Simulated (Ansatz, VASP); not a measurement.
# One calculation of Ti3Si8Mo, two programs

```
Ti Si Mo
1.0
     4.54008    0.00000    0.00000
     0.00000    4.54008    0.00000
     0.00000    0.00000    8.20083
Ti Si Mo
3 8 1
Cartesian
  0.0000 2.2700 0.0000
  2.2700 2.2700 4.1004
  2.2700 0.0000 0.0000
  0.0000 2.2700 5.4614
  0.0000 0.0000 1.3931
  2.2700 2.2700 1.5081
  2.2700 0.0000 5.4614
  0.0000 2.2700 2.7394
  0.0000 0.0000 6.8077
  2.2700 2.2700 6.6927
  2.2700 0.0000 2.7394
  0.0000 0.0000 4.1004
```

Alike in both runs: functional PBE; k mesh 4 × 4 × 2; occupations gaussian, width 0.1 eV; no spin polarisation.

Ansatz relaxed the structure, and its values are those at the end. VASP's run is a single point on that final structure, the one shown.

|  | VASP | Ansatz |
| --- | --- | --- |
| version | VASP 6.6.1 | Ansatz 0.2.0 |
| potentials or method | VASP PAW PBE potentials, release 64 (Ti_sv, Si, Mo_sv), cutoff 500 eV | scalar-relativistic, plane waves, PAW |
| valence electrons in the cell | 82 | 82 |

```tsv
	VASP	Ansatz	Ansatz less VASP
gap on the k mesh at the Fermi level (eV)	none	none	-
pressure (GPa)	0.2	0.2	+0.01
```

A gap of «none» marks a metal or a gap that the smearing closes. With one functional, cell and mesh, what is left measures potentials, basis and numerics.

The k mesh is coarse, so the values compare programs but aren't converged.
